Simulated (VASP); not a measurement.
# MoS2 in VASP: further runs

MoS2 is run at these levels: LDA, r2SCAN, PBE; tasks: single point.

Program: VASP 6.6.1. These are calculated values, not measurements. Logs are shortened: lines on timing, memory, paths and dates and some standing lists are left out, and cuts for length are marked.

### Step 1. The cell of the first run

The cell holds a slab with vacuum, 6 atoms: a = 3.185 Å, b = 3.185 Å, c = 21.671 Å, α = 90.00°, β = 90.00°, γ = 120.00°.

### Step 2. Single point, LDA

INCAR reads:

```
ALGO     = Normal         # electronic algorithm
EDIFF    = 1E-6           # SCF threshold, eV
ENCUT    = 520            # plane-wave cutoff, eV
GGA      = CA             # functional
ISIF     = 2              # what is computed and relaxed
ISMEAR   = -1             # smearing method
LASPH    = True           # aspherical terms in the spheres
LCHARG   = False          # write CHGCAR
LREAL    = False          # projectors in reciprocal space
LWAVE    = False          # write WAVECAR
NBANDS   = 35             # bands
NELM     = 60             # most SCF steps
PREC     = Accurate       # precision mode
SIGMA    = 0.05           # smearing width, eV
```

KPOINTS reads:

```
k-points
0
Gamma
  10 10 2
```

POSCAR reads:

```
MoS2
1.0
    3.1845414560      0.0000000000      0.0000000000
   -1.5922707280      2.7578938003      0.0000000000
    0.0000000000      0.0000000000     21.6705347200
Mo S
2 4
Direct
    0.3333333333      0.6666666667      0.8511602300
    0.6666666667      0.3333333333      0.1488397700
    0.6666666667      0.3333333333      0.7796253900
    0.3333333333      0.6666666667      0.0772510000
    0.6666666667      0.3333333333      0.9227490000
    0.3333333333      0.6666666667      0.2203746100
```

Potentials or basis: VASP PAW LDA potentials, release 64 (Mo_sv, S).

Command:

```sh
> cat potpaw_LDA.64/Mo_sv/POTCAR potpaw_LDA.64/S/POTCAR > POTCAR
> mpirun -np 1 vasp_std > vasp.out
```

OUTCAR:

```text
EDIFF = 1E-6
   ENCUT = 520
   GGA = CA
   ISIF = 2
   ISMEAR = -1
   LASPH = True
   LREAL = False
   NELM = 60
   PREC = Accurate

 ion  position               nearest neighbor table
   1  0.333  0.667  0.851-   3 2.40   3 2.40   3 2.40   5 2.41   5 2.41   5 2.41
   2  0.667  0.333  0.149-   6 2.40   6 2.40   6 2.40   4 2.41   4 2.41   4 2.41
   3  0.667  0.333  0.780-   1 2.40   1 2.40   1 2.40
   4  0.333  0.667  0.077-   2 2.41   2 2.41   2 2.41
   5  0.667  0.333  0.923-   1 2.41   1 2.41   1 2.41
   6  0.333  0.667  0.220-   2 2.40   2 2.40   2 2.40

  LATTYP: Found a hexagonal cell.
 ALAT       =     3.1845414560
 C/A-ratio  =     6.8049152506

  Lattice vectors:

 A1 = (   3.1845414560,   0.0000000000,   0.0000000000)
 A2 = (  -1.5922707280,   2.7578938003,   0.0000000000)
 A3 = (   0.0000000000,   0.0000000000,  21.6705347200)

Analysis of symmetry for initial positions (statically):
=====================================================================
 Subroutine PRICEL returns:
 Original cell was already a primitive cell.

 Routine SETGRP: Setting up the symmetry group for a
 hexagonal supercell.

 Subroutine GETGRP returns: Found 12 space group operations
 (whereof 12 operations were pure point group operations)
 out of a pool of 24 trial point group operations.

The static configuration has the point symmetry D_3d.

Analysis of symmetry for dynamics (positions and initial velocities):
=====================================================================
 Subroutine PRICEL returns:
 Original cell was already a primitive cell.

 Routine SETGRP: Setting up the symmetry group for a
 hexagonal supercell.

 Subroutine GETGRP returns: Found 12 space group operations
 (whereof 12 operations were pure point group operations)
 out of a pool of 24 trial point group operations.

The dynamic configuration has the point symmetry D_3d.

 Subroutine INISYM returns: Found 12 space group operations
 (whereof 12 operations are pure point group operations),
 and found     1 'primitive' translations

----------------------------------------------------------------------------------------

                                     Primitive cell

  volume of cell :     190.3242

  direct lattice vectors                    reciprocal lattice vectors
     3.184541456  0.000000000  0.000000000     0.314016952  0.181297771  0.000000000
    -1.592270728  2.757893800  0.000000000     0.000000000  0.362595543  0.000000000
     0.000000000  0.000000000 21.670534720     0.000000000  0.000000000  0.046145608

  length of vectors
     3.184541456  3.184541456 21.670534720     0.362595543  0.362595543  0.046145608

  position of ions in fractional coordinates (direct lattice)
     0.333333333  0.666666667  0.851160230
     0.666666667  0.333333333  0.148839770
     0.666666667  0.333333333  0.779625390
     0.333333333  0.666666667  0.077251000
     0.666666667  0.333333333  0.922749000
     0.333333333  0.666666667  0.220374610

  ion indices of the primitive-cell ions
   primitive index   ion index
                 1           1
                 2           2
                 3           3
                 4           4
                 5           5
                 6           6

----------------------------------------------------------------------------------------

 KPOINTS: k-points

Automatic generation of k-mesh.
 Grid dimensions read from file:
 generate k-points for:   10   10    2

 Generating k-lattice:

  Cartesian coordinates                     Fractional coordinates (reciprocal lattice)
     0.031401695  0.018129777  0.000000000     0.100000000  0.000000000  0.000000000
     0.000000000  0.036259554  0.000000000     0.000000000  0.100000000  0.000000000
     0.000000000  0.000000000  0.023072804     0.000000000  0.000000000  0.500000000

  Length of vectors
     0.036259554  0.036259554  0.023072804

  Shift w.r.t. Gamma in fractional coordinates (k-lattice)
     0.000000000  0.000000000  0.000000000

 Subroutine IBZKPT returns following result:
 ===========================================

 Found     28 irreducible k-points:

 Following reciprocal coordinates:
            Coordinates               Weight
  0.000000  0.000000  0.000000      1.000000
  0.100000  0.000000  0.000000      6.000000
  0.200000  0.000000  0.000000      6.000000
  0.300000 -0.000000  0.000000      6.000000
  0.400000 -0.000000  0.000000      6.000000
  0.500000 -0.000000  0.000000      3.000000
[... 16 lines left out ...]
  0.300000  0.100000  0.500000     12.000000
  0.400000  0.100000  0.500000     12.000000
 [... further k-points ...]
   k-points           NKPTS =     28   k-points in BZ     NKDIM =     28   number of bands    NBANDS=     35
   number of dos      NEDOS =    301   number of ions     NIONS =      6
   total plane-waves  NPLWV =  93312
   dimension x,y,z NGX =    24 NGY =   24 NGZ =  162
   dimension x,y,z NGXF=    48 NGYF=   48 NGZF=  324
   ions per type =               2   4
   NGX,Y,Z   is equivalent  to a cutoff of  12.53, 12.53, 12.43 a.u.
   NGXF,Y,Z  is equivalent  to a cutoff of  25.06, 25.06, 24.86 a.u.
 SYSTEM =  unknown system
   PREC   = accura    normal or accurate (medium, high low for compatibility)
   ISTART =      0    job   : 0-new  1-cont  2-samecut
   ICHARG =      2    charge: 1-file 2-atom 10-const
   ISPIN  =      1    spin polarized calculation?
   LNONCOLLINEAR =      F non collinear calculations
   LSORBIT =      F    spin-orbit coupling
   LASPH  =      T    aspherical Exc in radial PAW
   ENCUT  =  520.0 eV  38.22 Ry    6.18 a.u.   5.92  5.92 40.29*2*pi/ulx,y,z
   NELM   =     60;   NELMIN=  2; NELMDL= -5     # of ELM steps
   EDIFF  = 0.1E-05   stopping-criterion for ELM
   LREAL  =      F    real-space projection
   EDIFFG = 0.1E-04   stopping-criterion for IOM
   NSW    =      0    number of steps for IOM
   IBRION =     -1    ionic relax: 0-MD 1-quasi-New 2-CG
   NFREE  =      0    steps in history (QN), initial steepest desc. (CG)
   ISIF   =      2    stress and relaxation
   ISYM   =      2    0-nonsym 1-usesym 2-fastsym
   POTIM  = 0.5000    time-step for ionic-motion
   TEBEG  =    0.0;   TEEND  =   0.0 temperature during run
   PSTRESS=    0.0 pullay stress
   NELECT =      52.0000    total number of electrons
   NUPDOWN=      -1.0000    fix difference up-down
   EMIN   =  10.00;   EMAX   =-10.00  energy-range for DOS
   EFERMI =   0.00;   METHOD = LEGACY
   ISMEAR =    -1;   SIGMA  =   0.05  broadening in eV -4-tet -1-fermi 0-gaus
   EFERMI_NEDOS =   21; number of points for ismear=-14 and -15
   IALGO  =     38    algorithm
   IMIX   =      4    mixing-type and parameters
     AMIX     =   0.40;   BMIX     =  1.00
     AMIX_MAG =   1.60;   BMIX_MAG =  1.00
  volume/ion in A,a.u.               =      31.72       214.06
  Fermi-wavevector in a.u.,A,eV,Ry     =   1.062294  2.007444 15.353737  1.128468
  Thomas-Fermi vector in A             =   2.197739
   LORBIT       =      0    0 simple, 1 ext, 2 COOP (PROOUT), +10 PAW based schemes
   GGA     = CA    functional components
   LHFCALC =     F    Hartree Fock is set to
   AEXX    =    0.0000 exact exchange contribution
   IVDW    =     0    specifies the selected vdW correction
   LEPSILON=     F    determine dielectric tensor
   LRPA    =     F    only Hartree local field effects (RPA)
 non-spin polarized calculation
  energy-cutoff  :      520.00
  volume of cell :      190.32
 maximum number of plane-waves:      5172
 NGX is ok and might be reduce to    24
   NGX = 11   NGY = 11   NGZ = 81

 number of electron      51.9999998 magnetization

 Free energy of the ion-electron system (eV)
  ---------------------------------------------------
  ext. energy  EPLUGINS =         0.00000000
  ---------------------------------------------------
  free energy    TOTEN  =       -48.73575182 eV

  energy without entropy =      -48.73575169  energy(sigma->0) =      -48.73575175

 E-fermi :   2.0733     XC(G=0):  -6.7914

 val. band max:        1.4451864459   @ k =   0.0000   0.0000   0.0000
 cond. band min:       2.8182764758   @ k =   0.3000   0.3000   0.0000
 fundamental gap:      1.3730900299
 Fermi energy:         2.0732986148

 k-point     1 :       0.0000    0.0000    0.0000
  band No.  band energies     occupation
      1     -59.4351      2.00000
      2     -59.4351      2.00000
      3     -33.7792      2.00000
      4     -33.7792      2.00000
      5     -33.5628      2.00000
      6     -33.5628      2.00000
[... 27 lines left out ...]
     34       4.1388      0.00000
     35       6.6186      0.00000

 k-point     2 :       0.1000    0.0000    0.0000
  band No.  band energies     occupation
      1     -59.4314      2.00000
      2     -59.4314      2.00000
      3     -33.7720      2.00000
      4     -33.7719      2.00000
      5     -33.6001      2.00000
      6     -33.6001      2.00000
[... 27 lines left out ...]
     34       4.0934      0.00000
     35       6.8745      0.00000

 k-point     3 :       0.2000    0.0000    0.0000
  band No.  band energies     occupation
      1     -59.4218      2.00000
      2     -59.4218      2.00000
      3     -33.7529      2.00000
      4     -33.7529      2.00000
      5     -33.6964      2.00000
      6     -33.6964      2.00000
[... 27 lines left out ...]
     34       4.6388      0.00000
     35       7.4371      0.00000

 k-point     4 :       0.3000   -0.0000    0.0000
  band No.  band energies     occupation
      1     -59.4098      2.00000
      2     -59.4098      2.00000
      3     -33.8135      2.00000
      4     -33.8135      2.00000
      5     -33.7293      2.00000
      6     -33.7293      2.00000
[... 27 lines left out ...]
     34       5.1224      0.00000
     35       8.1800      0.00000

 k-point     5 :       0.4000   -0.0000    0.0000
  band No.  band energies     occupation
      1     -59.4002      2.00000
      2     -59.4002      2.00000
      3     -33.9067      2.00000
      4     -33.9067      2.00000
      5     -33.7101      2.00000
      6     -33.7101      2.00000
[... 638 lines left out ...]
 k-point    22 :       0.2000    0.1000    0.5000
  band No.  band energies     occupation
      1     -59.4140      2.00000
      2     -59.4140      2.00000
      3     -33.7643      2.00000
      4     -33.7643      2.00000
      5     -33.7375      2.00000
      6     -33.7375      2.00000
[... 27 lines left out ...]
     34       5.1653      0.00000
     35       7.9654      0.00000

 k-point    23 :       0.3000    0.1000    0.5000
  band No.  band energies     occupation
      1     -59.4032      2.00000
      2     -59.4032      2.00000
      3     -33.8626      2.00000
      4     -33.8626      2.00000
      5     -33.7161      2.00000
      6     -33.7161      2.00000
[... 27 lines left out ...]
     34       5.4808      0.00000
     35       8.5125      0.00000

 k-point    24 :       0.4000    0.1000    0.5000
  band No.  band energies     occupation
      1     -59.3965      2.00000
      2     -59.3965      2.00000
      3     -33.9225      2.00000
      4     -33.9225      2.00000
      5     -33.7028      2.00000
      6     -33.7028      2.00000
[... 27 lines left out ...]
     34       5.4103      0.00000
     35       7.4279      0.00000

 [... further k-points ...]
[... 5 lines left out ...]
  --------------------------------------------------------------------------------------
  -------------------------------------------------------------------------------------
  Total       -4.4571452     -4.4571452     -2.6235797      0.0000000      0.0000000     -0.0000000
  in kB      -37.5209037    -37.5209037    -22.0856797      0.0000000      0.0000000     -0.0000000
  external PRESSURE =     -32.3758291 kB  Pullay stress =       0.0000000 kB

 VOLUME and BASIS-vectors are now :
 -----------------------------------------------------------------------------
  energy-cutoff  :      520.00
  volume of cell :      190.32
      direct lattice vectors                 reciprocal lattice vectors
     3.184541456  0.000000000  0.000000000     0.314016952  0.181297771  0.000000000
    -1.592270728  2.757893800  0.000000000     0.000000000  0.362595543  0.000000000
     0.000000000  0.000000000 21.670534720     0.000000000  0.000000000  0.046145608

 POSITION                                       TOTAL-FORCE (eV/Angst)
 -----------------------------------------------------------------------------------
     -0.00000      1.83860     18.44510         0.000000     -0.000000      0.008225
      1.59227      0.91930      3.22544         0.000000      0.000000     -0.008225
      1.59227      0.91930     16.89490        -0.000000      0.000000      0.362727
     -0.00000      1.83860      1.67407        -0.000000     -0.000000      0.282227
      1.59227      0.91930     19.99646        -0.000000      0.000000     -0.282227
     -0.00000      1.83860      4.77564         0.000000     -0.000000     -0.362727
 -----------------------------------------------------------------------------------
    total drift:                                0.000000     -0.000000      0.000000

  FREE ENERGIE OF THE ION-ELECTRON SYSTEM (eV)
  ---------------------------------------------------
  free  energy   TOTEN  =       -48.7357518173 eV

  energy  without entropy=      -48.7357516879  energy(sigma->0) =      -48.73575175
```

Run time: 6.9 min. Hardware: 1 thread of Intel Xeon 8259CL, shared host; peak memory 0.33 GiB.

Results:

* Free energy: -48.7358 eV
* Largest force: 0.363 eV/Å
* Band gap on the k mesh: 1.37 eV, indirect (least direct gap 1.89 eV)

Forces in eV/Å, atoms in the order of the input:
```
Mo   0.000  0.000  0.008
Mo   0.000  0.000 -0.008
S    0.000  0.000  0.363
S    0.000  0.000  0.282
S    0.000  0.000 -0.282
S    0.000  0.000 -0.363
```

### Step 3. Single point, r2SCAN

POSCAR is that of step 2.

INCAR.step1 reads:

```
SYSTEM = MoS2
PREC = Accurate
ENCUT = 520
ISMEAR = -1
SIGMA = 0.05
LREAL = .False.
LASPH = .True.
NELM = 60
NBANDS = 35
GGA = PE
ALGO = Normal
EDIFF = 1E-4
LWAVE = .True.
LCHARG = .False.
```

INCAR.step2 reads:

```
SYSTEM = MoS2
PREC = Accurate
ENCUT = 520
EDIFF = 1E-7
ISMEAR = -1
SIGMA = 0.05
LREAL = .False.
LASPH = .True.
NELM = 60
ALGO = Normal
ISIF = 2
LWAVE = .False.
LCHARG = .False.
METAGGA = R2SCAN
LMIXTAU = .True.
NBANDS = 35
ISTART = 1
```

KPOINTS reads:

```
Automatic mesh
0
Gamma
  10 10 2
  0 0 0
```

Potentials or basis: VASP PAW PBE potentials, release 64 (Mo_sv, S).

Command:

```sh
> cat potpaw_PBE.64/Mo_sv/POTCAR potpaw_PBE.64/S/POTCAR > POTCAR
> cp INCAR.step1 INCAR
> mpirun -np 1 vasp_std > vasp.out
> cp INCAR.step2 INCAR
> mpirun -np 1 vasp_std > vasp.out
```

OUTCAR:

```text
SYSTEM = MoS2
   PREC = Accurate
   ENCUT = 520
   EDIFF = 1E-7
   ISMEAR = -1
   LREAL = .False.
   LASPH = .True.
   NELM = 60
   ISIF = 2
   METAGGA = R2SCAN
   ISTART = 1

 ion  position               nearest neighbor table
   1  0.333  0.667  0.851-   3 2.40   3 2.40   3 2.40   5 2.41   5 2.41   5 2.41
   2  0.667  0.333  0.149-   6 2.40   6 2.40   6 2.40   4 2.41   4 2.41   4 2.41
   3  0.667  0.333  0.780-   1 2.40   1 2.40   1 2.40
   4  0.333  0.667  0.077-   2 2.41   2 2.41   2 2.41
   5  0.667  0.333  0.923-   1 2.41   1 2.41   1 2.41
   6  0.333  0.667  0.220-   2 2.40   2 2.40   2 2.40
[... 1119 lines left out ...]
  -------------------------------------------------------------------------------------
  Total        0.0849555      0.0849555      0.2126941      0.0000000      0.0000000      0.0000000
  in kB        0.7151675      0.7151675      1.7904899      0.0000000      0.0000000      0.0000000
  external PRESSURE =       1.0736083 kB  Pullay stress =       0.0000000 kB

 VOLUME and BASIS-vectors are now :
 -----------------------------------------------------------------------------
  energy-cutoff  :      520.00
  volume of cell :      190.32
      direct lattice vectors                 reciprocal lattice vectors
     3.184541456  0.000000000  0.000000000     0.314016952  0.181297771  0.000000000
    -1.592270728  2.757893800  0.000000000     0.000000000  0.362595543  0.000000000
     0.000000000  0.000000000 21.670534720     0.000000000  0.000000000  0.046145608

 POSITION                                       TOTAL-FORCE (eV/Angst)
 -----------------------------------------------------------------------------------
     -0.00000      1.83860     18.44510         0.000000     -0.000000      0.004991
      1.59227      0.91930      3.22544        -0.000000      0.000000     -0.004991
      1.59227      0.91930     16.89490        -0.000000      0.000000     -0.036944
     -0.00000      1.83860      1.67407         0.000000      0.000000     -0.025591
      1.59227      0.91930     19.99646         0.000000      0.000000      0.025591
     -0.00000      1.83860      4.77564         0.000000     -0.000000      0.036944
 -----------------------------------------------------------------------------------
    total drift:                                0.000000     -0.000000      0.000000

  FREE ENERGIE OF THE ION-ELECTRON SYSTEM (eV)
  ---------------------------------------------------
  free  energy   TOTEN  =       -90.0434892011 eV

  energy  without entropy=      -90.0434891586  energy(sigma->0) =      -90.04348918
```

Wall time 29 min (1 thread of Intel Xeon 8259CL, shared host); peak memory 0.42 GiB.

Results:

```yaml
Free_energy: -90.0435 eV
Largest_force: 0.037 eV/Å
Band_gap_on_the_k_mesh: 1.48 eV, indirect (least direct gap 2.01 eV)
```

Forces in eV/Å, atoms in the order of the input:
```
Mo   0.000  0.000  0.005
Mo   0.000  0.000 -0.005
S    0.000  0.000 -0.037
S    0.000  0.000 -0.026
S    0.000  0.000  0.026
S    0.000  0.000  0.037
```

Levels at points of the mesh, in eV from the valence-band top:
| k point | band 23 | band 24 | band 25 | band 26 | band 27 | band 28 | band 29 | band 30 |
| --- | --- | --- | --- | --- | --- | --- | --- | --- |
| (0.00, 0.00, 0.00) | -2.05 | -1.84 | -0.49 | 0.00 | 2.54 | 2.54 | 2.55 | 2.55 |
| (0.50, 0.00, 0.00) | -1.54 | -1.49 | -1.06 | -1.03 | 1.97 | 1.99 | 2.47 | 2.56 |
| (0.00, 0.00, 0.50) | -2.05 | -1.84 | -0.49 | 0.00 | 2.54 | 2.54 | 2.55 | 2.55 |
| (0.50, 0.00, 0.50) | -1.54 | -1.49 | -1.06 | -1.03 | 1.97 | 1.99 | 2.47 | 2.56 |

Caveat: the PAW data sets were made with another functional, which shifts forces and pressure a little.

(Part 1 of 2 ends here.)
